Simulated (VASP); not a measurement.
# CrGe4Mo in VASP: further runs

CrGe4Mo is run at these levels: PBE; tasks: single point.

Everything below comes from runs of VASP 6.6.1. Logs are shortened: lines on timing, memory, paths and dates and some standing lists are left out, and cuts for length are marked.

**1. The cell of the first run**

It takes space group P4/mmm (No. 123, tetragonal). The conventional cell has a = 3.290 Å, b = 3.290 Å, c = 8.170 Å, α = 90.00°, β = 90.00°, γ = 90.00°. Cr (site symmetry 4/mmm) has 10 Ge at 2.65 to 2.73 Å and 4 Cr at 3.29 Å within 3.5 Å. Within 3.6 Å of Ge (site symmetry 4mm) lie 4 Mo at 2.69 Å and 9 Ge at 2.71 to 3.29 Å and 1 Cr at 2.73 Å. Ge (site symmetry 4mm) has 9 Ge at 2.55 to 3.29 Å and 4 Cr at 2.65 Å and 1 Mo at 2.81 Å within 3.4 Å. Within 3.6 Å of Mo (site symmetry 4/mmm) lie 10 Ge at 2.69 to 2.81 Å and 4 Mo at 3.29 Å.

**2. Single point, PBE**

The input, INCAR:

```
ALGO     = Normal         # electronic algorithm
EDIFF    = 1E-7           # SCF threshold, eV
ENCUT    = 520            # plane-wave cutoff, eV
GGA      = PE             # functional
ISIF     = 2              # what is computed and relaxed
ISMEAR   = 0              # smearing method
LASPH    = True           # aspherical terms in the spheres
LCHARG   = False          # write CHGCAR
LREAL    = False          # projectors in reciprocal space
LWAVE    = False          # write WAVECAR
NBANDS   = 50             # bands
NELM     = 100            # most SCF steps
PREC     = Accurate       # precision mode
SIGMA    = 0.1            # smearing width, eV
```

The input, KPOINTS:

```
k-points
0
Gamma
  6 6 2
```

The input, POSCAR:

```
CrGe4Mo
1.0
    3.2902351000      0.0000000000      0.0000000000
    0.0000000000      3.2902351000      0.0000000000
    0.0000000000      0.0000000000      8.1700603000
Cr Ge Mo
1 4 1
Direct
    0.0000000000      0.0000000000      0.0000000000
    0.0000000000      0.0000000000      0.6661190000
    0.5000000000      0.5000000000      0.1562800000
    0.0000000000      0.0000000000      0.3338810000
    0.5000000000      0.5000000000      0.8437200000
    0.5000000000      0.5000000000      0.5000000000
```

Potentials or basis: VASP PAW PBE potentials, release 64 (Cr_pv, Ge_d, Mo_sv).

Launch:

```
$ cat potpaw_PBE.64/Cr_pv/POTCAR potpaw_PBE.64/Ge_d/POTCAR potpaw_PBE.64/Mo_sv/POTCAR > POTCAR
$ mpirun -np 1 vasp_std > vasp.out
```

OUTCAR:

```text
EDIFF = 1E-7
   ENCUT = 520
   GGA = PE
   ISIF = 2
   ISMEAR = 0
   LASPH = True
   LREAL = False
   NELM = 100
   PREC = Accurate

 ion  position               nearest neighbor table
   1  0.000  0.000  0.000-   3 2.65   5 2.65   3 2.65   5 2.65   3 2.65   5 2.65   3 2.65   5 2.65
                             4 2.73   2 2.73
   2  0.000  0.000  0.666-   6 2.69   6 2.69   6 2.69   6 2.69   4 2.71   1 2.73   5 2.74   5 2.74
                             5 2.74   5 2.74
   3  0.500  0.500  0.156-   5 2.55   1 2.65   1 2.65   1 2.65   1 2.65   4 2.74   4 2.74   4 2.74
                             4 2.74   6 2.81
   4  0.000  0.000  0.334-   6 2.69   6 2.69   6 2.69   6 2.69   2 2.71   1 2.73   3 2.74   3 2.74
                             3 2.74   3 2.74
   5  0.500  0.500  0.844-   3 2.55   1 2.65   1 2.65   1 2.65   1 2.65   2 2.74   2 2.74   2 2.74
                             2 2.74   6 2.81
   6  0.500  0.500  0.500-   2 2.69   4 2.69   2 2.69   4 2.69   2 2.69   4 2.69   2 2.69   4 2.69
                             3 2.81   5 2.81

  LATTYP: Found a simple tetragonal cell.
 ALAT       =     3.2902351000
 C/A-ratio  =     2.4831235616

  Lattice vectors:

 A1 = (   3.2902351000,   0.0000000000,   0.0000000000)
 A2 = (   0.0000000000,   3.2902351000,   0.0000000000)
 A3 = (   0.0000000000,   0.0000000000,   8.1700603000)

Analysis of symmetry for initial positions (statically):
=====================================================================
 Subroutine PRICEL returns:
 Original cell was already a primitive cell.

 Routine SETGRP: Setting up the symmetry group for a
 simple tetragonal supercell.

 Subroutine GETGRP returns: Found 16 space group operations
 (whereof 16 operations were pure point group operations)
 out of a pool of 16 trial point group operations.

The static configuration has the point symmetry D_4h.

Analysis of symmetry for dynamics (positions and initial velocities):
=====================================================================
 Subroutine PRICEL returns:
 Original cell was already a primitive cell.

 Routine SETGRP: Setting up the symmetry group for a
 simple tetragonal supercell.

 Subroutine GETGRP returns: Found 16 space group operations
 (whereof 16 operations were pure point group operations)
 out of a pool of 16 trial point group operations.

The dynamic configuration has the point symmetry D_4h.

 Subroutine INISYM returns: Found 16 space group operations
 (whereof 16 operations are pure point group operations),
 and found     1 'primitive' translations

----------------------------------------------------------------------------------------

                                     Primitive cell

  volume of cell :      88.4462

  direct lattice vectors                    reciprocal lattice vectors
     3.290235100  0.000000000  0.000000000     0.303929649  0.000000000  0.000000000
     0.000000000  3.290235100  0.000000000     0.000000000  0.303929649  0.000000000
     0.000000000  0.000000000  8.170060300     0.000000000  0.000000000  0.122398117

  length of vectors
     3.290235100  3.290235100  8.170060300     0.303929649  0.303929649  0.122398117

  position of ions in fractional coordinates (direct lattice)
     0.000000000  0.000000000  0.000000000
     0.000000000  0.000000000  0.666119000
     0.500000000  0.500000000  0.156280000
     0.000000000  0.000000000  0.333881000
     0.500000000  0.500000000  0.843720000
     0.500000000  0.500000000  0.500000000

  ion indices of the primitive-cell ions
   primitive index   ion index
                 1           1
                 2           2
                 3           3
                 4           4
                 5           5
                 6           6

----------------------------------------------------------------------------------------

 KPOINTS: k-points

Automatic generation of k-mesh.
 Grid dimensions read from file:
 generate k-points for:    6    6    2

 Generating k-lattice:

[... 45 lines left out ...]
   AEXX    =    0.0000 exact exchange contribution
   IVDW    =     0    specifies the selected vdW correction
   LEPSILON=     F    determine dielectric tensor
   LRPA    =     F    only Hartree local field effects (RPA)
 non-spin polarized calculation
 Gauss-broadening in eV      SIGMA  =   0.10
  energy-cutoff  :      520.00
  volume of cell :       88.45
 maximum number of plane-waves:      2416
   NGX = 13   NGY = 13   NGZ = 31

 number of electron      82.0000018 magnetization

 Free energy of the ion-electron system (eV)
  ---------------------------------------------------
  ext. energy  EPLUGINS =         0.00000000
  ---------------------------------------------------
  free energy    TOTEN  =       -38.69310340 eV

  energy without entropy =      -38.67915485  energy(sigma->0) =      -38.68612912

 E-fermi :   9.7976     XC(G=0): -12.7324

 val. band max:        9.7830767373   @ k =   0.5000   0.0000   0.5000
 cond. band min:       9.8111218192   @ k =   0.1667   0.0000   0.0000
 fundamental gap:      0.0280450819
 Fermi energy:         9.7976270538

 k-point     1 :       0.0000    0.0000    0.0000
  band No.  band energies     occupation
      1     -50.9603      2.00000
      2     -33.1255      2.00000
      3     -33.1255      2.00000
      4     -32.9780      2.00000
      5     -25.1121      2.00000
      6     -25.0184      2.00000
[... 42 lines left out ...]
     49      14.0010      0.00000
     50      14.0010      0.00000

 k-point     2 :       0.1667    0.0000    0.0000
  band No.  band energies     occupation
      1     -50.9573      2.00000
      2     -33.1350      2.00000
      3     -33.1246      2.00000
      4     -32.9770      2.00000
      5     -25.1064      2.00000
      6     -25.0654      2.00000
[... 42 lines left out ...]
     49      14.6277      0.00000
     50      14.6862      0.00000

 k-point     3 :       0.3333    0.0000    0.0000
  band No.  band energies     occupation
      1     -50.9511      2.00000
      2     -33.1542      2.00000
      3     -33.1229      2.00000
      4     -32.9749      2.00000
      5     -25.1581      2.00000
      6     -25.0949      2.00000
[... 890 lines left out ...]
     49      13.1779      0.00000
     50      14.1617      0.00000

 k-point    20 :       0.5000    0.5000    0.5000
  band No.  band energies     occupation
      1     -50.9362      2.00000
      2     -33.1590      2.00000
      3     -33.1590      2.00000
      4     -32.9705      2.00000
      5     -25.1779      2.00000
      6     -25.1779      2.00000
[... 42 lines left out ...]
     49      13.0530      0.00000
     50      14.0124      0.00000

------------------------ aborting loop because EDIFF is reached ----------------------------------------

  FORCE on cell =-STRESS in cart. coord.  units (eV):
  Direction    XX          YY          ZZ          XY          YZ          ZX
  --------------------------------------------------------------------------------------
  -------------------------------------------------------------------------------------
  Total        0.0509213      0.0509213      0.4012834      0.0000000     -0.0000000     -0.0000000
  in kB        0.9224244      0.9224244      7.2691343      0.0000000     -0.0000000     -0.0000000
  external PRESSURE =       3.0379943 kB  Pullay stress =       0.0000000 kB

 VOLUME and BASIS-vectors are now :
 -----------------------------------------------------------------------------
  energy-cutoff  :      520.00
  volume of cell :       88.45
      direct lattice vectors                 reciprocal lattice vectors
     3.290235100  0.000000000  0.000000000     0.303929649  0.000000000  0.000000000
     0.000000000  3.290235100  0.000000000     0.000000000  0.303929649  0.000000000
     0.000000000  0.000000000  8.170060300     0.000000000  0.000000000  0.122398117

 POSITION                                       TOTAL-FORCE (eV/Angst)
 -----------------------------------------------------------------------------------
      0.00000      0.00000      0.00000         0.000000      0.000000     -0.000000
      0.00000      0.00000      5.44223         0.000000      0.000000      0.034090
      1.64512      1.64512      1.27682        -0.000000     -0.000000      0.022424
      0.00000      0.00000      2.72783         0.000000      0.000000     -0.034090
      1.64512      1.64512      6.89324         0.000000     -0.000000     -0.022424
      1.64512      1.64512      4.08503         0.000000      0.000000     -0.000000
 -----------------------------------------------------------------------------------
    total drift:                                0.000000     -0.000000      0.000000

  FREE ENERGIE OF THE ION-ELECTRON SYSTEM (eV)
  ---------------------------------------------------
  free  energy   TOTEN  =       -38.6931033972 eV

  energy  without entropy=      -38.6791548489  energy(sigma->0) =      -38.68612912
```

It took 90 s on 1 thread of Intel Xeon Platinum 8259CL at 2.50GHz (Skylake/Cascade Lake), shared host; peak memory 0.23 GiB.

Results:

- Free energy: -38.6931 eV
- Pressure: 0.3 GPa
- Largest force: 0.034 eV/Å
- Band gap on the k mesh: zero (bands 41 and 42 overlap by 0.74 eV)

Forces in eV/Å, atoms in the order of the input:
```
Cr   0.000  0.000  0.000
Ge   0.000  0.000  0.034
Ge   0.000  0.000  0.022
Ge   0.000  0.000 -0.034
Ge   0.000  0.000 -0.022
Mo   0.000  0.000  0.000
```

Levels at points of the mesh, in eV from the Fermi level:
```
           k point  band 38  band 39  band 40  band 41  band 42  band 43  band 44  band 45
(0.00, 0.00, 0.00)    -0.32    -0.32    -0.23    -0.23     0.07     0.61     2.55     2.84
(0.50, 0.00, 0.00)    -1.67    -1.51    -0.15    -0.12     0.81     1.89     1.89     2.62
(0.50, 0.50, 0.00)    -2.09    -2.09    -1.27    -1.27     0.81     1.19     1.64     2.08
(0.00, 0.00, 0.50)    -1.21    -1.21     0.07     0.61     0.89     1.27     1.52     1.52
(0.50, 0.00, 0.50)    -1.56    -1.46    -0.08    -0.01     0.85     1.68     2.30     2.42
(0.50, 0.50, 0.50)    -2.20    -2.20    -1.31    -1.31    -0.12     0.19     0.81     2.08
```

Caveat: the k points lie up to 0.38 Å⁻¹ apart, too coarse for converged energies and pressures of a metal; the run has no spin polarisation, though such a crystal can be magnetic. Spin polarisation is off, so any magnetic state and its effect on volume and gap are missing.

[end of part 1 of 2]

The gap in the log of VASP goes by the Fermi energy; the results here count the filled bands.